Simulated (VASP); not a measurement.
Input of a VASP 6.6.1 run:

Contents of INCAR:

```
SYSTEM = BaTe
PREC = Accurate ; ENCUT = 520
EDIFF = 1E-6 ; ISMEAR = 0
SIGMA = 0.02 ; LREAL = .FALSE.
LASPH = .TRUE. ; NELM = 100
ALGO = Normal ; ISIF = 2
LWAVE = .FALSE. ; LCHARG = .TRUE.
GGA = PE ; LELF = .TRUE.
LVHAR = .TRUE. ; NBANDS = 15
```

Contents of KPOINTS:

```
Automatic mesh
0
G
  8 8 8
  0 0 0
```

Contents of POSCAR:

```
BaTe
1.0
    0.0000000000      3.6015333812      3.6015333812
    3.6015333812      0.0000000000      3.6015333812
    3.6015333812      3.6015333812      0.0000000000
Ba Te
1 1
Direct
    0.0000000000      0.0000000000      0.0000000000
    0.5000000000      0.5000000000      0.5000000000
```

Potentials or basis: VASP PAW PBE potentials, release 64 (Ba_sv, Te).

Command:

```sh
$ cat potpaw_PBE.64/Ba_sv/POTCAR potpaw_PBE.64/Te/POTCAR > POTCAR
$ mpirun -np 1 vasp_std > vasp.out
```

Task: Estimate the band gap on the k mesh.

Result: 1.69 eV (least direct gap 2.06 eV).

Task: Predict the pressure.

Result: -1.2 GPa.

Caveat: spin-orbit coupling is left out, which moves the levels of the heavy elements. A k mesh can miss the band edges.
